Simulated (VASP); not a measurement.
# CuSi16 (a cell with a defect) in VASP: single point with PBEsol

Aim: the single point of CuSi16 (a cell with a defect) with PBEsol.

All numbers are computed with VASP 6.6.1; they aren't measurements. Logs are shortened: lines on timing, memory, paths and dates and some standing lists are left out, and cuts for length are marked.

## Step 1: The cell of the first run

The cell holds a defect, 17 atoms: a = 7.679 Å, b = 7.679 Å, c = 7.679 Å, α = 60.00°, β = 60.00°, γ = 60.00°.

## Step 2: Single point, PBEsol

INCAR reads:

```
ALGO = Normal
EDIFF = 1E-6
ENCUT = 520
GGA = PS
ISIF = 2
ISMEAR = -1
LASPH = True
LCHARG = True
LELF = True
LREAL = Auto
LVHAR = True
LWAVE = False
NBANDS = 52
NELECT = 74.0
NELM = 80
PREC = Accurate
SIGMA = 0.05
```

KPOINTS reads:

```
k-points
0
Gamma
  2 2 2
```

POSCAR reads:

```
CuSi16
1.0
    0.0000000000      5.4300000000      5.4300000000
    5.4300000000      0.0000000000      5.4300000000
    5.4300000000      5.4300000000      0.0000000000
Si Cu
16 1
Direct
   -0.0029697974     -0.0036572744      0.0122692449
    0.1314504604      0.1307390424      0.1173206262
   -0.0032485267     -0.0039735727      0.4911476059
    0.1052508287      0.1055887661      0.6427467772
    0.0034864641      0.5046796501     -0.0054052486
    0.1295307551      0.6157585635      0.1306744015
    0.0063859116      0.4758396869      0.5074838858
    0.1295004604      0.6155755985      0.6214568140
    0.5054444751      0.0026991713     -0.0054109576
    0.6162383978      0.1287654696      0.1309267956
    0.4756026703      0.0060115101      0.5077732044
    0.6160931860      0.1287047882      0.6214515654
    0.5036796501      0.5028560773      0.0003588398
    0.6302455801      0.6294995396      0.1188866483
    0.5036111418      0.5027595764      0.4905829650
    0.6204414365      0.6202745856      0.6283169429
    0.8486099448      0.8489421731      0.3992813996
```

Potentials or basis: VASP PAW PBE potentials, release 64 (Si, Cu).

On the command line:

```bash
$ cat potpaw_PBE.64/Si/POTCAR potpaw_PBE.64/Cu/POTCAR > POTCAR
$ mpirun -np 1 vasp_std > vasp.out
```

OUTCAR:

```text
EDIFF = 1E-6
   ENCUT = 520
   GGA = PS
   ISIF = 2
   ISMEAR = -1
   LASPH = True
   LREAL = Auto
   NELECT = 74.0
   NELM = 80
   PREC = Accurate

 ion  position               nearest neighbor table
   1  0.997  0.996  0.012-   4 2.32   2 2.35   6 2.39  10 2.39  17 2.44
   2  0.131  0.131  0.117-   5 2.34   9 2.35   3 2.35   1 2.35
   3  0.997  0.996  0.491-   4 2.33   2 2.35   8 2.39  12 2.39  17 2.44
   4  0.105  0.106  0.643-   1 2.32   3 2.33   7 2.33  11 2.33
   5  0.003  0.505  0.995-  14 2.34   8 2.34   6 2.34   2 2.34
   6  0.130  0.616  0.131-   5 2.34  13 2.35   7 2.36   1 2.39  17 2.74
   7  0.006  0.476  0.507-   4 2.33  17 2.35   6 2.36   8 2.36  16 2.42
   8  0.130  0.616  0.621-   5 2.34  15 2.35   7 2.36   3 2.39  17 2.74
   9  0.505  0.003  0.995-  14 2.34  12 2.34  10 2.34   2 2.35
  10  0.616  0.129  0.131-   9 2.34  13 2.35  11 2.37   1 2.39  17 2.73
  11  0.476  0.006  0.508-   4 2.33  17 2.35  10 2.37  12 2.37  16 2.42
  12  0.616  0.129  0.621-   9 2.34  15 2.35  11 2.37   3 2.39  17 2.74
  13  0.504  0.503  0.000-  14 2.33  16 2.33  10 2.35   6 2.35
  14  0.630  0.629  0.119-  15 2.33  13 2.33   9 2.34   5 2.34
  15  0.504  0.503  0.491-  14 2.33  16 2.33  12 2.35   8 2.35
  16  0.620  0.620  0.628-  13 2.33  15 2.33  11 2.42   7 2.42  17 2.48
  17  0.849  0.849  0.399-  11 2.35   7 2.35   1 2.44   3 2.44  16 2.48  10 2.73   6 2.74  12 2.74
                             8 2.74

  LATTYP: Found a face centered cubic cell.
 ALAT       =    10.8600000000

  Lattice vectors:

 A1 = (   0.0000000000,   5.4300000000,   5.4300000000)
 A2 = (   5.4300000000,   0.0000000000,   5.4300000000)
 A3 = (   5.4300000000,   5.4300000000,   0.0000000000)

Analysis of symmetry for initial positions (statically):
=====================================================================
 Subroutine PRICEL returns:
 Original cell was already a primitive cell.

 Routine SETGRP: Setting up the symmetry group for a
 face centered cubic supercell.

 Subroutine GETGRP returns: Found  1 space group operations
 (whereof  1 operations were pure point group operations)
 out of a pool of 48 trial point group operations.

The static configuration has the point symmetry C_1 .

Analysis of symmetry for dynamics (positions and initial velocities):
=====================================================================
 Subroutine PRICEL returns:
 Original cell was already a primitive cell.

 Routine SETGRP: Setting up the symmetry group for a
 face centered cubic supercell.

 Subroutine GETGRP returns: Found  1 space group operations
 (whereof  1 operations were pure point group operations)
 out of a pool of 48 trial point group operations.

The dynamic configuration has the point symmetry C_1 .

 Subroutine INISYM returns: Found  1 space group operations
 (whereof  1 operations are pure point group operations),
 and found     1 'primitive' translations

----------------------------------------------------------------------------------------

                                     Primitive cell

  volume of cell :     320.2060

  direct lattice vectors                    reciprocal lattice vectors
     0.000000000  5.430000000  5.430000000    -0.092081031  0.092081031  0.092081031
     5.430000000  0.000000000  5.430000000     0.092081031 -0.092081031  0.092081031
     5.430000000  5.430000000  0.000000000     0.092081031  0.092081031 -0.092081031

  length of vectors
     7.679179644  7.679179644  7.679179644     0.159489025  0.159489025  0.159489025

  position of ions in fractional coordinates (direct lattice)
     0.997030203  0.996342726  0.012269245
     0.131450460  0.130739042  0.117320626
     0.996751473  0.996026427  0.491147606
     0.105250829  0.105588766  0.642746777
     0.003486464  0.504679650  0.994594751
     0.129530755  0.615758564  0.130674402
[... 9 lines left out ...]
     0.620441437  0.620274586  0.628316943
     0.848609945  0.848942173  0.399281400

  ion indices of the primitive-cell ions
   primitive index   ion index
                 1           1
                 2           2
                 3           3
                 4           4
                 5           5
                 6           6
[... 9 lines left out ...]
                16          16
                17          17

----------------------------------------------------------------------------------------

 KPOINTS: k-points

Automatic generation of k-mesh.
 Grid dimensions read from file:
 generate k-points for:    2    2    2

 Generating k-lattice:

  Cartesian coordinates                     Fractional coordinates (reciprocal lattice)
    -0.046040516  0.046040516  0.046040516     0.500000000  0.000000000  0.000000000
     0.046040516 -0.046040516  0.046040516     0.000000000  0.500000000  0.000000000
     0.046040516  0.046040516 -0.046040516     0.000000000  0.000000000  0.500000000

  Length of vectors
     0.079744512  0.079744512  0.079744512

  Shift w.r.t. Gamma in fractional coordinates (k-lattice)
     0.000000000  0.000000000  0.000000000

 Subroutine IBZKPT returns following result:
 ===========================================

 Found      8 irreducible k-points:

 Following reciprocal coordinates:
            Coordinates               Weight
  0.000000  0.000000  0.000000      1.000000
  0.500000  0.000000  0.000000      1.000000
  0.000000  0.500000  0.000000      1.000000
  0.000000  0.000000  0.500000      1.000000
  0.500000  0.500000  0.500000      1.000000
  0.500000  0.500000  0.000000      1.000000
  0.000000  0.500000  0.500000      1.000000
  0.500000  0.000000  0.500000      1.000000
   k-points           NKPTS =      8   k-points in BZ     NKDIM =      8   number of bands    NBANDS=     52
   number of dos      NEDOS =    301   number of ions     NIONS =     17
   total plane-waves  NPLWV = 216000
   dimension x,y,z NGX =    60 NGY =   60 NGZ =   60
   dimension x,y,z NGXF=   120 NGYF=  120 NGZF=  120
   ions per type =              16   1
   NGX,Y,Z   is equivalent  to a cutoff of  12.99, 12.99, 12.99 a.u.
   NGXF,Y,Z  is equivalent  to a cutoff of  25.98, 25.98, 25.98 a.u.
 SYSTEM =  unknown system
   PREC   = accura    normal or accurate (medium, high low for compatibility)
   ISTART =      0    job   : 0-new  1-cont  2-samecut
   ICHARG =      2    charge: 1-file 2-atom 10-const
   ISPIN  =      1    spin polarized calculation?
   LNONCOLLINEAR =      F non collinear calculations
   LSORBIT =      F    spin-orbit coupling
   LASPH  =      T    aspherical Exc in radial PAW
   ENCUT  =  520.0 eV  38.22 Ry    6.18 a.u.  14.28 14.28 14.28*2*pi/ulx,y,z
   NELM   =     80;   NELMIN=  2; NELMDL= -5     # of ELM steps
   EDIFF  = 0.1E-05   stopping-criterion for ELM
   LREAL  =      T    real-space projection
   EDIFFG = 0.1E-04   stopping-criterion for IOM
   NSW    =      0    number of steps for IOM
   IBRION =     -1    ionic relax: 0-MD 1-quasi-New 2-CG
   NFREE  =      0    steps in history (QN), initial steepest desc. (CG)
   ISIF   =      2    stress and relaxation
   ISYM   =      2    0-nonsym 1-usesym 2-fastsym
   POTIM  = 0.5000    time-step for ionic-motion
   TEBEG  =    0.0;   TEEND  =   0.0 temperature during run
   PSTRESS=    0.0 pullay stress
   NELECT =      74.0000    total number of electrons
   NUPDOWN=      -1.0000    fix difference up-down
   EMIN   =  10.00;   EMAX   =-10.00  energy-range for DOS
   EFERMI =   0.00;   METHOD = LEGACY
   ISMEAR =    -1;   SIGMA  =   0.05  broadening in eV -4-tet -1-fermi 0-gaus
   EFERMI_NEDOS =   21; number of points for ismear=-14 and -15
   IALGO  =     38    algorithm
   IMIX   =      4    mixing-type and parameters
     AMIX     =   0.40;   BMIX     =  1.00
     AMIX_MAG =   1.60;   BMIX_MAG =  1.00
  volume/ion in A,a.u.               =      18.84       127.11
  Fermi-wavevector in a.u.,A,eV,Ry     =   1.004636  1.898488 13.732283  1.009294
  Thomas-Fermi vector in A             =   2.137265
   LORBIT       =      0    0 simple, 1 ext, 2 COOP (PROOUT), +10 PAW based schemes
   GGA     = PS    functional components
   LHFCALC =     F    Hartree Fock is set to
   AEXX    =    0.0000 exact exchange contribution
   IVDW    =     0    specifies the selected vdW correction
   LEPSILON=     F    determine dielectric tensor
   LRPA    =     F    only Hartree local field effects (RPA)
 non-spin polarized calculation
  energy-cutoff  :      520.00
  volume of cell :      320.21
 maximum number of plane-waves:      8646
 NGX is ok and might be reduce to    60
   NGX = 29   NGY = 29   NGZ = 29

 number of electron      74.0000001 magnetization

 Free energy of the ion-electron system (eV)
  ---------------------------------------------------
  ext. energy  EPLUGINS =         0.00000000
  ---------------------------------------------------
  free energy    TOTEN  =      -100.06358767 eV

  energy without entropy =     -100.04784011  energy(sigma->0) =     -100.05571389

 E-fermi :   6.3295     XC(G=0):  -9.7536

 val. band max:        6.2766536992   @ k =   0.0000   0.0000   0.0000
 cond. band min:       6.3778137142   @ k =   0.0000   0.0000   0.0000
 fundamental gap:      0.1011600151
 Fermi energy:         6.3295423566

 k-point     1 :       0.0000    0.0000    0.0000
  band No.  band energies     occupation
      1      -5.9747      2.00000
      2      -3.5832      2.00000
      3      -3.5781      2.00000
      4      -3.5478      2.00000
      5      -3.5329      2.00000
      6      -2.1171      2.00000
[... 41 lines left out ...]
     48       8.4038      0.00000
     49       8.5666      0.00000

 k-point     2 :       0.5000    0.0000    0.0000
  band No.  band energies     occupation
      1      -5.2870      2.00000
      2      -5.0330      2.00000
      3      -3.3758      2.00000
      4      -3.3099      2.00000
      5      -3.2409      2.00000
      6      -3.0834      2.00000
[... 304 lines left out ...]
 k-point     8 :       0.5000    0.0000    0.5000
  band No.  band energies     occupation
      1      -5.0182      2.00000
      2      -4.7927      2.00000
      3      -3.9358      2.00000
      4      -3.8404      2.00000
      5      -3.8287      2.00000
      6      -3.7875      2.00000
[... 41 lines left out ...]
     48      10.3785      0.00000
     49      10.3950      0.00000
 [bands above 49 left out]

------------------------ aborting loop because EDIFF is reached ----------------------------------------

  FORCE on cell =-STRESS in cart. coord.  units (eV):
  Direction    XX          YY          ZZ          XY          YZ          ZX
  --------------------------------------------------------------------------------------
  -------------------------------------------------------------------------------------
  Total       -5.9019440     -5.9055245     -5.1611147     -0.1871213     -0.0199464     -0.0167802
  in kB      -29.5308657    -29.5487815    -25.8240650     -0.9362770     -0.0998032     -0.0839610
  external PRESSURE =     -28.3012374 kB  Pullay stress =       0.0000000 kB

 VOLUME and BASIS-vectors are now :
 -----------------------------------------------------------------------------
  energy-cutoff  :      520.00
  volume of cell :      320.21
      direct lattice vectors                 reciprocal lattice vectors
     0.000000000  5.430000000  5.430000000    -0.092081031  0.092081031  0.092081031
     5.430000000  0.000000000  5.430000000     0.092081031 -0.092081031  0.092081031
     5.430000000  5.430000000  0.000000000     0.092081031  0.092081031 -0.092081031

 POSITION                                       TOTAL-FORCE (eV/Angst)
 -----------------------------------------------------------------------------------
      5.47676      5.48050     10.82402        -0.012649     -0.009521      0.002369
      1.34696      1.35083      1.42369        -0.000779     -0.001185      0.002140
      8.07536      8.07929     10.82078         0.019230      0.022671      0.009163
      4.06346      4.06163      1.14486        -0.000524     -0.002381      0.008182
      8.14106      5.41958      2.75934         0.000049      0.003608      0.002131
      4.05313      1.41291      4.04692        -0.010985     -0.014768      0.013132
[... 9 lines left out ...]
      6.77985      6.78076      6.73709         0.000260     -0.001798      0.008376
      6.77785      6.77605      9.21771        -0.003479     -0.007628      0.032355
 -----------------------------------------------------------------------------------
    total drift:                                0.000556      0.002035      0.005201

  FREE ENERGIE OF THE ION-ELECTRON SYSTEM (eV)
  ---------------------------------------------------
  free  energy   TOTEN  =      -100.0635876692 eV

  energy  without entropy=     -100.0478401136  energy(sigma->0) =     -100.05571389
```

Wall time 5 min (1 thread of Intel Xeon Platinum 8488C (Sapphire Rapids), shared host); peak memory 0.5 GiB.

What came out:

```
Free energy   : -100.0636 eV
Largest force : 0.043 eV/Å
```

Forces in eV/Å, atoms in the order of the input:
```
Si  -0.013 -0.010  0.002
Si  -0.001 -0.001  0.002
Si   0.019  0.023  0.009
Si  -0.001 -0.002  0.008
Si   0.000  0.004  0.002
Si  -0.011 -0.015  0.013
Si  -0.001  0.007 -0.040
Si   0.010  0.005  0.011
Si   0.002  0.001  0.002
Si  -0.013 -0.012  0.012
Si   0.006  0.000 -0.043
Si   0.005  0.008  0.011
Si   0.010  0.011 -0.020
Si  -0.002 -0.004  0.007
Si  -0.008 -0.005 -0.019
Si   0.000 -0.002  0.008
Cu  -0.003 -0.008  0.032
```

Levels at points of the mesh, in eV from the Fermi level:
| k point | band 33 | band 34 | band 35 | band 36 | band 37 | band 38 | band 39 | band 40 | band 41 | band 42 |
| --- | --- | --- | --- | --- | --- | --- | --- | --- | --- | --- |
| (0.00, 0.00, 0.00) | -0.95 | -0.84 | -0.68 | -0.20 | -0.05 | 0.05 | 0.49 | 0.51 | 0.52 | 0.55 |
| (0.50, 0.00, 0.00) | -2.02 | -0.91 | -0.86 | -0.76 | -0.74 | 0.43 | 1.11 | 1.26 | 1.28 | 1.33 |
| (0.00, 0.50, 0.00) | -2.02 | -0.91 | -0.86 | -0.76 | -0.74 | 0.44 | 1.10 | 1.26 | 1.28 | 1.33 |
| (0.00, 0.00, 0.50) | -1.99 | -0.87 | -0.85 | -0.76 | -0.59 | 0.47 | 0.99 | 1.22 | 1.26 | 1.40 |
| (0.50, 0.50, 0.50) | -1.99 | -0.87 | -0.85 | -0.76 | -0.59 | 0.47 | 0.99 | 1.22 | 1.26 | 1.40 |
| (0.50, 0.50, 0.00) | -1.80 | -1.53 | -1.42 | -1.40 | -0.93 | 0.57 | 1.00 | 1.94 | 2.03 | 2.04 |
| (0.00, 0.50, 0.50) | -1.86 | -1.49 | -1.47 | -1.41 | -0.99 | 0.61 | 0.98 | 1.97 | 2.00 | 2.05 |
| (0.50, 0.00, 0.50) | -1.86 | -1.49 | -1.47 | -1.41 | -0.99 | 0.61 | 0.98 | 1.97 | 2.00 | 2.05 |

Caveat: the k points lie up to 0.50 Å⁻¹ apart; the cell carries a net charge on a neutralising background, which shifts energy and pressure; the cell is charged against a uniform background, so pressure and absolute levels hang on convention; the PAW data sets were made with another functional, which shifts forces and pressure a little.
